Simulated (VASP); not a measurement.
Input of a VASP 6.6.1 run:

INCAR

```
  ALGO = Normal
  EDIFF = 1E-6
  EDIFFG = -0.005
  ENCUT = 600
  GGA = CA
  IBRION = 2
  ISIF = 3
  ISMEAR = -1
  LASPH = True
  LCHARG = False
  LREAL = False
  LWAVE = False
  NELM = 60
  NSW = 80
  PREC = Accurate
  SIGMA = 0.02
```

KPOINTS

```
k-points
0
Gamma
  6 6 6
```

File POSCAR:

```
HgTe
1.0
    0.0000000000      3.3260106985      3.3260106985
    3.3260106985      0.0000000000      3.3260106985
    3.3260106985      3.3260106985      0.0000000000
Hg Te
1 1
Direct
    0.0000000000      0.0000000000      0.0000000000
    0.2500000000      0.2500000000      0.2500000000
```

Potentials or basis: VASP PAW LDA potentials, release 64 (Hg, Te).

The run is started by

```bash
$ cat potpaw_LDA.64/Hg/POTCAR potpaw_LDA.64/Te/POTCAR > POTCAR
$ mpirun -np 1 vasp_std > vasp.out
```

(1) What does it give for the relaxed cell?

(2) Predict the band gap on the k mesh.

(3) Predict the relaxed volume.

## Answers

(1) a = 4.562 Å, b = 4.562 Å, c = 4.562 Å, α = 60.00°, β = 60.00°, γ = 60.00°.

(2) zero (filled and empty bands touch).

(3) 33.56 Å³/atom.

Caveat: spin-orbit coupling is left out, which moves the levels of the heavy elements.
